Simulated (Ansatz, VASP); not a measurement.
## Two plane-wave programs on WS2

```
CELL_PARAMETERS angstrom
1.59387 0.92022 7.47444
-1.59387 0.92022 7.47444
0.00000 -1.84045 7.47444
ATOMIC_POSITIONS crystal
W 0.00068 0.00068 0.00068
S 0.40407 0.40407 0.40407
S 0.26395 0.26395 0.26395
```

Alike in both runs: functional PBE; k mesh 12 × 12 × 12; occupations gaussian, width 0.02 eV; no spin polarisation.

Ansatz relaxed the structure, and its values are those at the end. VASP's run is a single point on that final structure, the one shown.

```csv
,VASP,Ansatz
version,VASP 6.6.1,Ansatz 0.2.0
potentials or method,"VASP PAW PBE potentials, release 64 (W_sv, S), cutoff 520 eV","scalar-relativistic, plane waves, PAW"
valence electrons in the cell,26,26
```

|  | VASP | Ansatz | Ansatz less VASP |
| --- | --- | --- | --- |
| gap on the k mesh at the Fermi level (eV) | 1.65 | 1.64 | -0.014 |
| least direct gap on the mesh (eV) | 1.81 | 1.81 | -0.003 |
| pressure (GPa) | 0.0 | 0.0 | +0.04 |

Spin-orbit coupling is off throughout.
